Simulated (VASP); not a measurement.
# In8Sb9 in VASP: single point with PBE

Aim: the single point of In8Sb9 with PBE.

All numbers are computed with VASP 6.6.1; they aren't measurements. Logs are shortened: lines on timing, memory, paths and dates and some standing lists are left out, and cuts for length are marked.

### 1 The cell of the first run

The cell holds a slab with vacuum, 17 atoms: a = 9.174 Å, b = 6.487 Å, c = 18.880 Å, α = 90.00°, β = 90.00°, γ = 90.00°.

### 2 Single point, PBE

Contents of INCAR:

```
ALGO     = Normal         # electronic algorithm
EDIFF    = 1E-6           # SCF threshold, eV
ENCUT    = 520            # plane-wave cutoff, eV
GGA      = PE             # functional
ISIF     = 2              # what is computed and relaxed
ISMEAR   = -1             # smearing method
LASPH    = T              # aspherical terms in the spheres
LCHARG   = F              # write CHGCAR
LREAL    = Auto         
LWAVE    = F              # write WAVECAR
NBANDS   = 88             # bands
NELM     = 80             # most SCF steps
PREC     = Accurate       # precision mode
SIGMA    = 0.15           # smearing width, eV
```

Contents of KPOINTS:

```
k-points
0
Gamma
  2 2 1
```

Contents of POSCAR:

```
In8Sb9
1.0
    9.1735790000      0.0000000000      0.0000000000
    0.0000000000      6.4867000000      0.0000000000
    0.0000000000      0.0000000000     18.8801840000
In Sb
8 9
Direct
    0.0000000000      0.0000000000      0.0529655855
    0.7592783580      0.5364977569      0.2088380071
    0.3094648228      0.6782185086      0.1928212140
    0.5000011446      0.0000000000      0.0529655855
    0.5382086970      0.3020950560      0.3273590978
    0.3836452490      0.7240661662      0.4720504843
    0.7864651299      0.5198020565      0.4312034247
    0.0104321334      0.0471888634      0.3160615384
    0.0484543710      0.2711856568      0.1849717143
    0.2500005723      0.7499961460      0.0529655855
    0.7500017169      0.7499961460      0.0529655855
    0.4878575745      0.2923520434      0.1800353217
    0.3596197297      0.1943052708      0.4751436744
    0.7656226648      0.8078529915      0.3255794541
    0.2466758067      0.7633773722      0.3386937331
    0.1187540871      0.4107018977      0.4020299802
    0.5804931750      0.4252085036      0.5562710618
```

Potentials or basis: VASP PAW PBE potentials, release 64 (In_d, Sb).

The run is started by

```console
$ cat potpaw_PBE.64/In_d/POTCAR potpaw_PBE.64/Sb/POTCAR > POTCAR
$ mpirun -np 1 vasp_std > vasp.out
```

OUTCAR:

```text
EDIFF = 1E-6
   ENCUT = 520
   GGA = PE
   ISIF = 2
   ISMEAR = -1
   LASPH = T
   LREAL = Auto
   NELM = 80
   PREC = Accurate

 ion  position               nearest neighbor table
   1  0.000  0.000  0.053-  11 2.81  10 2.81   9 3.08
   2  0.759  0.536  0.209-  14 2.82  12 3.00   9 3.19  11 3.25   5 3.38
   3  0.309  0.678  0.193-  10 2.74  15 2.87  12 3.00   9 3.57   4 3.79
   4  0.500  0.000  0.053-  10 2.81  11 2.81  12 3.06   3 3.79
   5  0.538  0.302  0.327-  12 2.82  13 3.31   7 3.32   2 3.38  14 3.83  14 3.89
   6  0.384  0.724  0.472-  15 2.83  13 3.06  17 3.09  16 3.43  13 3.44   7 4.00
   7  0.786  0.520  0.431-  14 2.74  17 3.09  16 3.18   5 3.32   6 4.00
   8  0.010  0.047  0.316-  14 2.74  15 2.88   9 2.89  16 3.03
   9  0.048  0.271  0.185-   8 2.89   1 3.08   2 3.19   3 3.57
  10  0.250  0.750  0.053-   3 2.74   4 2.81   1 2.81
  11  0.750  0.750  0.053-   1 2.81   4 2.81   2 3.25
  12  0.488  0.292  0.180-   5 2.82   3 3.00   2 3.00   4 3.06
  13  0.360  0.194  0.475-  17 2.95  16 2.96   6 3.06   5 3.31   6 3.44
  14  0.766  0.808  0.326-   8 2.74   7 2.74   2 2.82   5 3.83   5 3.89
  15  0.247  0.763  0.339-   6 2.83  16 2.84   3 2.87   8 2.88
  16  0.119  0.411  0.402-  15 2.84  13 2.96   8 3.03   7 3.18   6 3.43
  17  0.580  0.425  0.556-  13 2.95   7 3.09   6 3.09

  LATTYP: Found a simple orthorhombic cell.
 ALAT       =     6.4867000000
 B/A-ratio  =     1.4142135446
 C/A-ratio  =     2.9105992261

  Lattice vectors:

 A1 = (   0.0000000000,  -6.4867000000,   0.0000000000)
 A2 = (   9.1735790000,   0.0000000000,   0.0000000000)
 A3 = (   0.0000000000,   0.0000000000,  18.8801840000)

Analysis of symmetry for initial positions (statically):
=====================================================================
 Subroutine PRICEL returns:
 Original cell was already a primitive cell.

 Routine SETGRP: Setting up the symmetry group for a
 simple orthorhombic supercell.

 Subroutine GETGRP returns: Found  1 space group operations
 (whereof  1 operations were pure point group operations)
 out of a pool of  8 trial point group operations.

The static configuration has the point symmetry C_1 .

Analysis of symmetry for dynamics (positions and initial velocities):
=====================================================================
 Subroutine PRICEL returns:
 Original cell was already a primitive cell.

 Routine SETGRP: Setting up the symmetry group for a
 simple orthorhombic supercell.

 Subroutine GETGRP returns: Found  1 space group operations
 (whereof  1 operations were pure point group operations)
 out of a pool of  8 trial point group operations.

The dynamic configuration has the point symmetry C_1 .

 Subroutine INISYM returns: Found  1 space group operations
 (whereof  1 operations are pure point group operations),
 and found     1 'primitive' translations

----------------------------------------------------------------------------------------

                                     Primitive cell

  volume of cell :    1123.4890

  direct lattice vectors                    reciprocal lattice vectors
     9.173579000  0.000000000  0.000000000     0.109008709  0.000000000  0.000000000
     0.000000000  6.486700000  0.000000000     0.000000000  0.154161592  0.000000000
     0.000000000  0.000000000 18.880184000     0.000000000  0.000000000  0.052965586

  length of vectors
     9.173579000  6.486700000 18.880184000     0.109008709  0.154161592  0.052965586

  position of ions in fractional coordinates (direct lattice)
     0.000000000  0.000000000  0.052965585
     0.759278358  0.536497757  0.208838007
     0.309464823  0.678218509  0.192821214
     0.500001145  0.000000000  0.052965585
     0.538208697  0.302095056  0.327359098
     0.383645249  0.724066166  0.472050484
[... 9 lines left out ...]
     0.118754087  0.410701898  0.402029980
     0.580493175  0.425208504  0.556271062

  ion indices of the primitive-cell ions
   primitive index   ion index
                 1           1
                 2           2
                 3           3
                 4           4
                 5           5
                 6           6
[... 9 lines left out ...]
                16          16
                17          17

----------------------------------------------------------------------------------------

 KPOINTS: k-points

Automatic generation of k-mesh.
 Grid dimensions read from file:
 generate k-points for:    2    2    1

 Generating k-lattice:

  Cartesian coordinates                     Fractional coordinates (reciprocal lattice)
     0.054504354  0.000000000  0.000000000     0.500000000  0.000000000  0.000000000
     0.000000000  0.077080796  0.000000000     0.000000000  0.500000000  0.000000000
     0.000000000  0.000000000  0.052965586     0.000000000  0.000000000  1.000000000

  Length of vectors
     0.054504354  0.077080796  0.052965586

  Shift w.r.t. Gamma in fractional coordinates (k-lattice)
     0.000000000  0.000000000  0.000000000

 Subroutine IBZKPT returns following result:
 ===========================================

 Found      4 irreducible k-points:

 Following reciprocal coordinates:
            Coordinates               Weight
  0.000000  0.000000  0.000000      1.000000
  0.500000  0.000000  0.000000      1.000000
  0.000000  0.500000  0.000000      1.000000
  0.500000  0.500000  0.000000      1.000000
   k-points           NKPTS =      4   k-points in BZ     NKDIM =      4   number of bands    NBANDS=     88
   number of dos      NEDOS =    301   number of ions     NIONS =     17
   total plane-waves  NPLWV = 470400
   dimension x,y,z NGX =    70 NGY =   48 NGZ =  140
   dimension x,y,z NGXF=   140 NGYF=   96 NGZF=  280
   ions per type =               8   9
   NGX,Y,Z   is equivalent  to a cutoff of  12.69, 12.30, 12.33 a.u.
   NGXF,Y,Z  is equivalent  to a cutoff of  25.37, 24.60, 24.65 a.u.
 SYSTEM =  unknown system
   PREC   = accura    normal or accurate (medium, high low for compatibility)
   ISTART =      0    job   : 0-new  1-cont  2-samecut
   ICHARG =      2    charge: 1-file 2-atom 10-const
   ISPIN  =      1    spin polarized calculation?
   LNONCOLLINEAR =      F non collinear calculations
   LSORBIT =      F    spin-orbit coupling
   LASPH  =      T    aspherical Exc in radial PAW
   ENCUT  =  520.0 eV  38.22 Ry    6.18 a.u.  17.06 12.06 35.10*2*pi/ulx,y,z
   NELM   =     80;   NELMIN=  2; NELMDL= -5     # of ELM steps
   EDIFF  = 0.1E-05   stopping-criterion for ELM
   LREAL  =      T    real-space projection
   EDIFFG = 0.1E-04   stopping-criterion for IOM
   NSW    =      0    number of steps for IOM
   IBRION =     -1    ionic relax: 0-MD 1-quasi-New 2-CG
   NFREE  =      0    steps in history (QN), initial steepest desc. (CG)
   ISIF   =      2    stress and relaxation
   ISYM   =      2    0-nonsym 1-usesym 2-fastsym
   POTIM  = 0.5000    time-step for ionic-motion
   TEBEG  =    0.0;   TEEND  =   0.0 temperature during run
   PSTRESS=    0.0 pullay stress
   NELECT =     149.0000    total number of electrons
   NUPDOWN=      -1.0000    fix difference up-down
   EMIN   =  10.00;   EMAX   =-10.00  energy-range for DOS
   EFERMI =   0.00;   METHOD = LEGACY
   ISMEAR =    -1;   SIGMA  =   0.15  broadening in eV -4-tet -1-fermi 0-gaus
   EFERMI_NEDOS =   21; number of points for ismear=-14 and -15
   IALGO  =     38    algorithm
   IMIX   =      4    mixing-type and parameters
     AMIX     =   0.40;   BMIX     =  1.00
     AMIX_MAG =   1.60;   BMIX_MAG =  1.00
  volume/ion in A,a.u.               =      66.09       445.98
  Fermi-wavevector in a.u.,A,eV,Ry     =   0.834861  1.577658  9.483155  0.696992
  Thomas-Fermi vector in A             =   1.948323
   LORBIT       =      0    0 simple, 1 ext, 2 COOP (PROOUT), +10 PAW based schemes
   GGA     = PE    functional components
   LHFCALC =     F    Hartree Fock is set to
   AEXX    =    0.0000 exact exchange contribution
   IVDW    =     0    specifies the selected vdW correction
   LEPSILON=     F    determine dielectric tensor
   LRPA    =     F    only Hartree local field effects (RPA)
 non-spin polarized calculation
  energy-cutoff  :      520.00
  volume of cell :     1123.49
 maximum number of plane-waves:     30352
 NGX is ok and might be reduce to    70
   NGX = 35   NGY = 25   NGZ = 71

 number of electron     148.9999993 magnetization

 Free energy of the ion-electron system (eV)
  ---------------------------------------------------
  ext. energy  EPLUGINS =         0.00000000
  ---------------------------------------------------
  free energy    TOTEN  =       -52.98140936 eV

  energy without entropy =      -52.39661445  energy(sigma->0) =      -52.68901190

 E-fermi :   0.7298     XC(G=0):  -5.4160

 val. band max:        0.6762880204   @ k =   0.5000   0.5000   0.0000
 cond. band min:       0.7372072004   @ k =   0.0000   0.0000   0.0000
 fundamental gap:      0.0609191801
 Fermi energy:         0.7297664056

 k-point     1 :       0.0000    0.0000    0.0000
  band No.  band energies     occupation
      1     -14.2005      2.00000
      2     -14.1897      2.00000
      3     -14.1595      2.00000
      4     -14.1319      2.00000
      5     -14.1180      2.00000
      6     -14.0985      2.00000
[... 78 lines left out ...]
     85       2.5758      0.00001
     86       2.7261      0.00000

 k-point     2 :       0.5000    0.0000    0.0000
  band No.  band energies     occupation
      1     -14.2006      2.00000
      2     -14.1897      2.00000
      3     -14.1598      2.00000
      4     -14.1317      2.00000
      5     -14.1181      2.00000
      6     -14.0982      2.00000
[... 78 lines left out ...]
     85       2.6323      0.00001
     86       2.9828      0.00000

 k-point     3 :       0.0000    0.5000    0.0000
  band No.  band energies     occupation
      1     -14.1988      2.00000
      2     -14.1870      2.00000
      3     -14.1583      2.00000
      4     -14.1319      2.00000
      5     -14.1185      2.00000
      6     -14.0975      2.00000
[... 78 lines left out ...]
     85       2.6730      0.00000
     86       2.8091      0.00000

 k-point     4 :       0.5000    0.5000    0.0000
  band No.  band energies     occupation
      1     -14.1989      2.00000
      2     -14.1871      2.00000
      3     -14.1586      2.00000
      4     -14.1317      2.00000
      5     -14.1187      2.00000
      6     -14.0971      2.00000
[... 78 lines left out ...]
     85       2.8434      0.00000
     86       3.0111      0.00000
 [bands above 86 left out]

------------------------ aborting loop because EDIFF is reached ----------------------------------------

  FORCE on cell =-STRESS in cart. coord.  units (eV):
  Direction    XX          YY          ZZ          XY          YZ          ZX
  --------------------------------------------------------------------------------------
  -------------------------------------------------------------------------------------
  Total       -2.4500435     -2.5754749      0.0765440     -0.2969165     -0.5184327      0.8026075
  in kB       -3.4939408     -3.6728151      0.1091573     -0.4234246     -0.7393228      1.1445769
  external PRESSURE =      -2.3525329 kB  Pullay stress =       0.0000000 kB

 VOLUME and BASIS-vectors are now :
 -----------------------------------------------------------------------------
  energy-cutoff  :      520.00
  volume of cell :     1123.49
      direct lattice vectors                 reciprocal lattice vectors
     9.173579000  0.000000000  0.000000000     0.109008709  0.000000000  0.000000000
     0.000000000  6.486700000  0.000000000     0.000000000  0.154161592  0.000000000
     0.000000000  0.000000000 18.880184000     0.000000000  0.000000000  0.052965586

 POSITION                                       TOTAL-FORCE (eV/Angst)
 -----------------------------------------------------------------------------------
      0.00000      0.00000      1.00000        -0.172176      0.301822      1.051481
      6.96530      3.48010      3.94290         0.654003     -0.316776     -1.188247
      2.83890      4.39940      3.64050        -0.155541     -0.760045      0.369304
      4.58680      0.00000      1.00000         0.244615      0.188022      0.490096
      4.93730      1.95960      6.18060         0.082401     -0.388890      1.047530
      3.51940      4.69680      8.91240         0.563717     -0.057711      0.837892
[... 9 lines left out ...]
      1.08940      2.66410      7.59040        -0.779563     -0.163836      0.447342
      5.32520      2.75820     10.50250        -0.167129      0.273617     -0.870254
 -----------------------------------------------------------------------------------
    total drift:                               -0.017896     -0.006891      0.011246

  FREE ENERGIE OF THE ION-ELECTRON SYSTEM (eV)
  ---------------------------------------------------
  free  energy   TOTEN  =       -52.9814093571 eV

  energy  without entropy=      -52.3966144522  energy(sigma->0) =      -52.68901190
```

Wall time 14 min (1 thread of AMD EPYC 7R43 (Zen 3), shared host); peak memory 0.94 GiB.

Results:

| Quantity | Value |
| --- | --- |
| Free energy | -52.9814 eV |
| Largest force | 1.393 eV/Å |
| Band gap on the k mesh | zero (an odd number of electrons rules out a gap without spin polarisation) |

Forces on the atoms (eV/Å):
```
In  -0.172  0.302  1.051
In   0.654 -0.317 -1.188
In  -0.156 -0.760  0.369
In   0.245  0.188  0.490
In   0.082 -0.389  1.048
In   0.564 -0.058  0.838
In  -0.106 -0.819  0.640
In   0.470  0.674 -0.463
Sb  -0.385  0.605 -0.292
Sb  -0.025 -0.213 -0.977
Sb   0.034 -0.387  0.097
Sb  -0.025  0.344 -0.395
Sb   0.560 -0.055 -0.079
Sb  -1.126  0.783 -0.016
Sb   0.333 -0.009 -0.700
Sb  -0.780 -0.164  0.447
Sb  -0.167  0.274 -0.870
```

Levels at points of the mesh, in eV from the Fermi level:
```tsv
k point	band 70	band 71	band 72	band 73	band 74	band 75	band 76	band 77	band 78	band 79
(0.00, 0.00, 0.00)	-0.99	-0.89	-0.77	-0.66	-0.24	0.01	0.14	0.36	0.67	0.87
(0.50, 0.00, 0.00)	-1.20	-1.01	-0.76	-0.70	-0.56	-0.24	0.17	0.48	0.60	0.97
(0.00, 0.50, 0.00)	-0.92	-0.84	-0.71	-0.55	-0.22	0.16	0.35	0.49	0.53	0.64
(0.50, 0.50, 0.00)	-1.04	-0.75	-0.69	-0.39	-0.05	0.03	0.46	0.64	0.70	0.78
```

Caveat: the k points lie up to 0.48 Å⁻¹ apart, too coarse for converged energies and pressures of a metal; the atoms stand as in a frame of molecular dynamics; spin-orbit coupling is left out, which moves the levels of the heavy elements.
